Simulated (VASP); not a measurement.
Write the native input for VASP 6.6.1 that does the following.

| Property | Result |
| --- | --- |
| Task | single point |
| Functional | PBEsol |
| Potentials or basis | VASP PAW PBE potentials, release 64 (K_sv, Mg, F) |
| Cutoff | 520 eV |
| k mesh | 7 × 7 × 7 |
| Occupations | fermi-dirac, width 0.05 eV |
| Spin | no spin polarisation |
| Dipole correction | no |
| Further INCAR settings | ALGO = Normal; EDIFF = 1e-06; NBANDS = 24 |

The structure of KMgF3 lies in POSCAR:

```
KMgF3
1.0
    3.9121416506      0.0000000000      0.0000000000
    0.0000000000      3.9121416506      0.0000000000
    0.0000000000      0.0000000000      3.9121416506
K Mg F
1 1 3
Direct
    0.5000000000      0.5000000000      0.5000000000
    0.0000000000      0.0000000000      0.0000000000
    0.0000000000      0.0000000000      0.5000000000
    0.0000000000      0.5000000000      0.0000000000
    0.5000000000      0.0000000000      0.0000000000
```

One way to write it, as run:

INCAR

```
ALGO = Normal
EDIFF = 1E-6
ENCUT = 520
GGA = PS
ISIF = 2
ISMEAR = -1
LASPH = T
LCHARG = F
LREAL = F
LWAVE = F
NBANDS = 24
NELM = 80
PREC = Accurate
SIGMA = 0.05
```

KPOINTS

```
k-points
0
Gamma
  7 7 7
```

Potentials or basis: VASP PAW PBE potentials, release 64 (K_sv, Mg, F).

Run with:

```console
$ cat potpaw_PBE.64/K_sv/POTCAR potpaw_PBE.64/Mg/POTCAR potpaw_PBE.64/F/POTCAR > POTCAR
$ mpirun -np 1 vasp_std > vasp.out
```

It gave:

```
Pressure               : 4.6 GPa
Band gap on the k mesh : 7.59 eV (least direct gap 7.87 eV)
```

Caveat: the cell stands under pressure; the PAW data sets were made with another functional, which shifts forces and pressure a little; an odd mesh through Γ misses points on the zone boundary, where band edges can lie.

Wall time 44 s on 1 thread of Intel Xeon 8259CL, with other jobs on the host, peak memory 0.18 GiB.
